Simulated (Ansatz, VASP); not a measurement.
**One calculation of C, two programs**

```
CELL_PARAMETERS angstrom
2.44500 0.00000 0.00000
-1.22250 2.11743 0.00000
0.00000 0.00000 6.61046
ATOMIC_POSITIONS crystal
C 0.00000 0.00000 0.25000
C 0.00000 0.00000 0.75000
C 0.33333 0.66667 0.25000
C 0.66667 0.33333 0.75000
```

Alike in both runs: task single point; functional LDA; k mesh 15 × 15 × 5; no spin polarisation.

```csv
,VASP,Ansatz
version,VASP 6.6.1,Ansatz 0.2.0
potentials or method,"VASP PAW LDA potentials, release 64 (C), cutoff 520 eV","plane waves (420 eV) with PAW, scalar-relativistic"
occupations,"methfessel-paxton of order 1, width 0.1 eV","cold, width 0.1 eV"
valence electrons in the cell,16,16
```

Ansatz gave:

- pressure (GPa): 0.0
- traceless stress, the component that is largest in VASP (GPa): 0.11

Question: Estimate VASP's values.

Answer: Pressure (GPa): 0.8; traceless stress, the component that is largest in VASP (GPa): -0.83.

Ansatz warns that its potentials were made for another functional, while VASP's fit it. LDA's correlation is that of Perdew and Zunger in VASP and of Perdew and Wang (1992) in Ansatz.
